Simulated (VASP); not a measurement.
Wanted: the native input for a VASP 6.6.1 run.

| Item | Value |
| --- | --- |
| Task | single point |
| Functional | LDA |
| Potentials or basis | VASP PAW LDA potentials, release 64 (Rh_pv) |
| Cutoff | 520 eV |
| k mesh | 21 × 21 × 12 |
| Occupations | gaussian, width 0.15 eV |
| Spin | collinear spin |
| Starting moments | [0.125, 0.125] μB |
| Fixed moment | 0.25 μB |
| Dipole correction | no |
| Further INCAR settings | ALGO = Fast; EDIFF = 1e-07; NBANDS = 26 |

The structure of Rh lies in POSCAR:

```
Rh
1.0
    2.6702116395      0.0000000000      0.0000000000
   -1.3351058197      2.3124711133      0.0000000000
    0.0000000000      0.0000000000      4.2994247098
Rh
2
Direct
    0.6666666667      0.3333333333      0.7500000000
    0.3333333333      0.6666666667      0.2500000000
```

This isn't the form of Rh at room conditions, which is fcc.

The input as run:

INCAR

```
SYSTEM = Rh
ALGO     = Fast           ! electronic algorithm
EDIFF    = 1E-7           ! SCF threshold, eV
ENCUT    = 520            ! plane-wave cutoff, eV
GGA      = CA             ! functional
ISIF     = 2              ! what is computed and relaxed
ISMEAR   = 0              ! smearing method
ISPIN    = 2              ! spin polarisation
LASPH    = .True.         ! aspherical terms in the spheres
LCHARG   = .True.         ! write CHGCAR
LELF     = .True.         ! ELF
LMAXMIX  = 4              ! l up to which the mixer works
LORBIT   = 11             ! projections on sites
LREAL    = .False.        ! projectors in reciprocal space
LVHAR    = .True.       
LWAVE    = .False.        ! write WAVECAR
MAGMOM   = 0.125 0.125    ! initial moments
NBANDS   = 26             ! bands
NELM     = 150            ! most SCF steps
NUPDOWN  = 0.25           ! fixed moment
PREC     = Accurate       ! precision mode
SIGMA    = 0.15           ! smearing width, eV
```

KPOINTS

```
k-points
0
Gamma
  21 21 12
  0 0 0
```

Potentials or basis: VASP PAW LDA potentials, release 64 (Rh_pv).

Launch:

```bash
$ cat potpaw_LDA.64/Rh_pv/POTCAR > POTCAR
$ mpirun -np 1 vasp_std > vasp.out
```

It gave:

The pressure is 1.1 GPa and the net moment is 0.25 μB per cell. The site moments are Rh +0.12 μB and the valence electrons inside the program's atomic spheres are Rh 13.86.

Caveat: the total moment is fixed, so each spin has its own Fermi level and the state may be an excited one.

Run time: 2.5 min on 1 thread of Intel(R) Xeon(R) 6975P-C (Granite Rapids) (shared host), peak memory 0.38 GiB.
